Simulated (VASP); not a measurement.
Write the native input for VASP 6.6.1 that does the following.

| Item | Value |
| --- | --- |
| Task | single point |
| Functional | PBEsol |
| Potentials or basis | VASP PAW PBE potentials, release 64 (Sn_d) |
| Cutoff | 520 eV |
| k mesh | 20 × 20 × 20 |
| Occupations | gaussian, width 0.15 eV |
| Spin | no spin polarisation |
| Dipole correction | no |
| Further INCAR settings | ALGO = Fast; EDIFF = 1e-07; NBANDS = 13 |

The structure of Sn lies in POSCAR:

```
Sn
1.0
   -1.7709276750      1.8187104750      2.3383420000
    1.7709276750     -1.8187104750      2.3383420000
    1.6821503250      1.7323835250     -2.3383420000
Sn
1
Direct
    0.0000000000      0.0000000000      0.0000000000
```

This cell differs from its parent crystal: strain -0.0500 x Voigt [0, 0, 0, 0, 0, 1].

These files were run (other wordings do the same):

INCAR

```
PREC     = Accurate       # precision mode
ENCUT    = 520            # plane-wave cutoff, eV
EDIFF    = 1E-7           # SCF threshold, eV
ISMEAR   = 0              # smearing method
SIGMA    = 0.15           # smearing width, eV
LREAL    = False          # projectors in reciprocal space
LASPH    = True           # aspherical terms in the spheres
NELM     = 60             # most SCF steps
ALGO     = Fast           # electronic algorithm
ISIF     = 2              # what is computed and relaxed
LWAVE    = False          # write WAVECAR
LCHARG   = False          # write CHGCAR
GGA      = PS             # functional
NBANDS   = 13             # bands
```

KPOINTS

```
Automatic mesh
0
Gamma
  20 20 20
```

Potentials or basis: VASP PAW PBE potentials, release 64 (Sn_d).

Launch:

```bash
$ cat potpaw_PBE.64/Sn_d/POTCAR > POTCAR
$ mpirun -np 1 vasp_std > vasp.out
```

Results of the run:

- Pressure: -3.6 GPa
- Band gap on the k mesh: zero (bands 7 and 8 overlap by 9.09 eV)

Caveat: the cell differs from its parent crystal (strain -0.0500 x Voigt [0, 0, 0, 0, 0, 1]); the cell stands under tension; the PAW data sets were made with another functional, which shifts forces and pressure a little; spin-orbit coupling is left out, which moves the levels of the heavy elements.

Wall time 13 min on 1 thread of Oxide Virtual Turin-like Processor, on a shared host, peak memory 0.73 GiB.
